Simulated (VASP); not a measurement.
Input of a VASP 6.6.1 run:

Contents of INCAR:

```
PREC = Accurate
ENCUT = 600
EDIFF = 1E-6
ISMEAR = 0
SIGMA = 0.1
LREAL = False
LASPH = True
NELM = 120
ALGO = Normal
ISIF = 2
LWAVE = False
LCHARG = False
GGA = PE
NBANDS = 16
GGA_COMPAT = False
```

KPOINTS

```
regular mesh
0
Gamma
  6 6 6
```

File POSCAR:

```
CoSi2
1.0
    0.0000000000      2.6795376332      2.6795376332
    2.6795376332      0.0000000000      2.6795376332
    2.6795376332      2.6795376332      0.0000000000
Co Si
1 2
Direct
    0.0000000000      0.0000000000      0.0000000000
    0.7500000000      0.7500000000      0.7500000000
    0.2500000000      0.2500000000      0.2500000000
```

Potentials or basis: VASP PAW PBE potentials, release 64 (Co, Si).

Launch:

```bash
$ cat potpaw_PBE.64/Co/POTCAR potpaw_PBE.64/Si/POTCAR > POTCAR
$ mpirun -np 1 vasp_std > vasp.out
```

Predict the pressure.

-0.1 GPa.

Spin polarisation is off, so any magnetic state and its effect on volume and gap are missing.
